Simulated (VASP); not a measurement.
# Ge in VASP: single point with PBE

Aim: the single point of Ge with PBE.

Program: VASP 6.6.1. These are calculated values, not measurements. Logs are shortened: lines on timing, memory, paths and dates and some standing lists are left out, and cuts for length are marked.

## (1) The cell of the first run

The typed cell holds 2 atoms: a = 4.157 Å, b = 4.157 Å, c = 3.605 Å, α = 64.31°, β = 64.31°, γ = 51.39°.

## (2) Single point, PBE

INCAR

```
  PREC = Accurate
  ENCUT = 520
  EDIFF = 1E-6
  ISMEAR = 0
  SIGMA = 0.1
  LREAL = F
  LASPH = T
  NELM = 80
  ALGO = Normal
  ISIF = 2
  LWAVE = F
  LCHARG = T
  GGA = PE
  LELF = T
  LVHAR = T
  NBANDS = 21
```

KPOINTS

```
Automatic mesh
0
Gamma
  18 18 18
```

POSCAR

```
Ge
1.0
    0.0000000000      2.5489447214      3.2839844324
    2.5488146132      0.0000000000      3.2839844324
    2.5488146132      2.5489447214      0.0000000000
Ge
2
Direct
    0.1917672306      0.1917672306      0.8082327694
    0.8082327694      0.8082327694      0.1917672306
```

Potentials or basis: VASP PAW PBE potentials, release 64 (Ge_d).

Started as:

```console
$ cat potpaw_PBE.64/Ge_d/POTCAR > POTCAR
$ mpirun -np 1 vasp_std > vasp.out
```

OUTCAR:

```text
PREC = Accurate
   ENCUT = 520
   EDIFF = 1E-6
   ISMEAR = 0
   LREAL = F
   LASPH = T
   NELM = 80
   ISIF = 2
   GGA = PE

 ion  position               nearest neighbor table
   1  0.192  0.192  0.808-   2 2.52   2 2.66   2 2.66   2 2.66   2 2.66
   2  0.808  0.808  0.192-   1 2.52   1 2.66   1 2.66   1 2.66   1 2.66

  LATTYP: Found a face centered orthorhombic cell.
 ALAT       =     5.0976292264
 B/A-ratio  =     1.0000510466
 C/A-ratio  =     1.2884359715

  Lattice vectors:

 A1 = (   0.0000000000,   2.5489447214,   3.2839844324)
 A2 = (   2.5488146132,   0.0000000000,   3.2839844324)
 A3 = (   2.5488146132,   2.5489447214,   0.0000000000)

Analysis of symmetry for initial positions (statically):
=====================================================================
 Subroutine PRICEL returns:
 Original cell was already a primitive cell.

 Routine SETGRP: Setting up the symmetry group for a
 face centered orthorhombic supercell.

 Subroutine GETGRP returns: Found  8 space group operations
 (whereof  8 operations were pure point group operations)
 out of a pool of  8 trial point group operations.

The static configuration has the point symmetry D_2h.

Analysis of symmetry for dynamics (positions and initial velocities):
=====================================================================
 Subroutine PRICEL returns:
 Original cell was already a primitive cell.

 Routine SETGRP: Setting up the symmetry group for a
 face centered orthorhombic supercell.

 Subroutine GETGRP returns: Found  8 space group operations
 (whereof  8 operations were pure point group operations)
 out of a pool of  8 trial point group operations.

The dynamic configuration has the point symmetry D_2h.

 Subroutine INISYM returns: Found  8 space group operations
 (whereof  8 operations are pure point group operations),
 and found     1 'primitive' translations

----------------------------------------------------------------------------------------

                                     Primitive cell

  volume of cell :      42.6707

  direct lattice vectors                    reciprocal lattice vectors
[... 78 lines left out ...]
   PREC   = accura    normal or accurate (medium, high low for compatibility)
   ISTART =      0    job   : 0-new  1-cont  2-samecut
   ICHARG =      2    charge: 1-file 2-atom 10-const
   ISPIN  =      1    spin polarized calculation?
   LNONCOLLINEAR =      F non collinear calculations
   LSORBIT =      F    spin-orbit coupling
   LASPH  =      T    aspherical Exc in radial PAW
   ENCUT  =  520.0 eV  38.22 Ry    6.18 a.u.   7.73  7.73  6.70*2*pi/ulx,y,z
   NELM   =     80;   NELMIN=  2; NELMDL= -5     # of ELM steps
   EDIFF  = 0.1E-05   stopping-criterion for ELM
   LREAL  =      F    real-space projection
   EDIFFG = 0.1E-04   stopping-criterion for IOM
   NSW    =      0    number of steps for IOM
   IBRION =     -1    ionic relax: 0-MD 1-quasi-New 2-CG
   NFREE  =      0    steps in history (QN), initial steepest desc. (CG)
   ISIF   =      2    stress and relaxation
   ISYM   =      2    0-nonsym 1-usesym 2-fastsym
   POTIM  = 0.5000    time-step for ionic-motion
   TEBEG  =    0.0;   TEEND  =   0.0 temperature during run
   PSTRESS=    0.0 pullay stress
   NELECT =      28.0000    total number of electrons
   NUPDOWN=      -1.0000    fix difference up-down
   EMIN   =  10.00;   EMAX   =-10.00  energy-range for DOS
   EFERMI =   0.00;   METHOD = LEGACY
   ISMEAR =     0;   SIGMA  =   0.10  broadening in eV -4-tet -1-fermi 0-gaus
   EFERMI_NEDOS =   21; number of points for ismear=-14 and -15
   IALGO  =     38    algorithm
   IMIX   =      4    mixing-type and parameters
     AMIX     =   0.40;   BMIX     =  1.00
     AMIX_MAG =   1.60;   BMIX_MAG =  1.00
  volume/ion in A,a.u.               =      21.34       143.98
  Fermi-wavevector in a.u.,A,eV,Ry     =   1.422605  2.688333 27.535529  2.023804
  Thomas-Fermi vector in A             =   2.543291
   LORBIT       =      0    0 simple, 1 ext, 2 COOP (PROOUT), +10 PAW based schemes
   GGA     = PE    functional components
   LHFCALC =     F    Hartree Fock is set to
   AEXX    =    0.0000 exact exchange contribution
   IVDW    =     0    specifies the selected vdW correction
   LEPSILON=     F    determine dielectric tensor
   LRPA    =     F    only Hartree local field effects (RPA)
 non-spin polarized calculation
 Gauss-broadening in eV      SIGMA  =   0.10
  energy-cutoff  :      520.00
  volume of cell :       42.67
 maximum number of plane-waves:      1166
   NGX = 15   NGY = 15   NGZ = 13

 number of electron      27.9999992 magnetization

 Free energy of the ion-electron system (eV)
  ---------------------------------------------------
  ext. energy  EPLUGINS =         0.00000000
  ---------------------------------------------------
  free energy    TOTEN  =        -8.59249932 eV

  energy without entropy =       -8.58868664  energy(sigma->0) =       -8.59059298

 E-fermi :   5.1241     XC(G=0): -10.4553

 val. band max:        5.1166257352   @ k =  -0.2222   0.1667   0.2778
 cond. band min:       5.1261472432   @ k =   0.1667   0.1111  -0.0000
 fundamental gap:      0.0095215080
 Fermi energy:         5.1241318601

 k-point     1 :       0.0000    0.0000    0.0000
  band No.  band energies     occupation
      1     -19.4121      2.00000
      2     -19.3426      2.00000
      3     -19.3390      2.00000
      4     -19.2583      2.00000
      5     -19.2583      2.00000
      6     -19.1857      2.00000
[... 565 lines left out ...]
     20      14.3389      0.00000
     21      14.6228      0.00000

 [... further k-points ...]

------------------------ aborting loop because EDIFF is reached ----------------------------------------

  FORCE on cell =-STRESS in cart. coord.  units (eV):
  Direction    XX          YY          ZZ          XY          YZ          ZX
  --------------------------------------------------------------------------------------
  -------------------------------------------------------------------------------------
  Total       -0.0276691     -0.0289723     -0.0373655      0.0000000      0.0000000      0.0000000
  in kB       -1.0389063     -1.0878375     -1.4029792      0.0000000      0.0000000      0.0000000
  external PRESSURE =      -1.1765743 kB  Pullay stress =       0.0000000 kB

 VOLUME and BASIS-vectors are now :
 -----------------------------------------------------------------------------
  energy-cutoff  :      520.00
  volume of cell :       42.67
      direct lattice vectors                 reciprocal lattice vectors
     0.000000000  2.548944721  3.283984432    -0.196169622  0.196159609  0.152254071
     2.548814613  0.000000000  3.283984432     0.196169622 -0.196159609  0.152254071
     2.548814613  2.548944721  0.000000000     0.196169622  0.196159609 -0.152254071

 POSITION                                       TOTAL-FORCE (eV/Angst)
 -----------------------------------------------------------------------------------
      2.54881      2.54894      1.25952         0.000000      0.000000     -0.003439
      2.54881      2.54894      5.30845         0.000000      0.000000      0.003439
 -----------------------------------------------------------------------------------
    total drift:                                0.000000      0.000000      0.000000

  FREE ENERGIE OF THE ION-ELECTRON SYSTEM (eV)
  ---------------------------------------------------
  free  energy   TOTEN  =        -8.5924993201 eV

  energy  without entropy=       -8.5886866441  energy(sigma->0) =       -8.59059298
```

OSZICAR:

```text
N       E                     dE             d eps       ncg     rms          rms(c)
DAV:   1     0.181320827759E+03    0.18132E+03   -0.14424E+04 40937   0.366E+03
DAV:   2     0.171869546226E+02   -0.16413E+03   -0.15921E+03 36505   0.604E+02
DAV:   3    -0.782234506396E+01   -0.25009E+02   -0.24820E+02 41903   0.137E+02
DAV:   4    -0.860371640115E+01   -0.78137E+00   -0.78086E+00 40697   0.283E+01
DAV:   5    -0.861615365339E+01   -0.12437E-01   -0.12437E-01 41607   0.396E+00    0.231E+00
DAV:   6    -0.860093336075E+01    0.15220E-01   -0.13422E-02 49009   0.191E+00    0.135E+00
DAV:   7    -0.859239057932E+01    0.85428E-02   -0.14609E-02 49575   0.184E+00    0.109E-01
DAV:   8    -0.859245442161E+01   -0.63842E-04   -0.24484E-03 45737   0.781E-01    0.364E-02
DAV:   9    -0.859249347550E+01   -0.39054E-04   -0.95332E-05 42626   0.112E-01    0.154E-02
DAV:  10    -0.859249901267E+01   -0.55372E-05   -0.13725E-05 42032   0.486E-02    0.270E-03
DAV:  11    -0.859249932011E+01   -0.30744E-06   -0.12138E-06 34728   0.131E-02
   1 F= -.85924993E+01 E0= -.85905930E+01  d E =-.381268E-02
```

Run time: 3.4 min. Hardware: 1 thread of Intel Xeon 6975P-C (Granite Rapids), shared host; peak memory 0.65 GiB.

What came out:

- Free energy: -8.5925 eV
- Pressure: -0.1 GPa
- Largest force: 0.003 eV/Å
- Band gap on the k mesh: zero (bands 14 and 15 overlap by 4.02 eV)

Forces on the atoms (eV/Å):
```
Ge   0.000  0.000 -0.003
Ge   0.000  0.000  0.003
```

Levels at points of the mesh, in eV from the Fermi level:
| k point | band 11 | band 12 | band 13 | band 14 | band 15 | band 16 | band 17 | band 18 |
| --- | --- | --- | --- | --- | --- | --- | --- | --- |
| (0.00, 0.00, 0.00) | -12.39 | -0.60 | 0.21 | 0.35 | 0.35 | 2.93 | 5.36 | 5.36 |
| (0.50, 0.00, 0.00) | -9.51 | -8.18 | -1.78 | 0.83 | 1.83 | 3.03 | 4.75 | 4.83 |
| (0.50, 0.50, 0.00) | -10.36 | -7.24 | -1.22 | -1.22 | -0.64 | 4.28 | 9.86 | 9.86 |
| (0.50, 0.00, 0.50) | -8.22 | -5.60 | -4.95 | -3.28 | -1.22 | 1.93 | 6.58 | 9.18 |
| (0.00, 0.50, 0.50) | -8.21 | -5.60 | -4.95 | -3.28 | -1.22 | 1.93 | 6.58 | 9.18 |
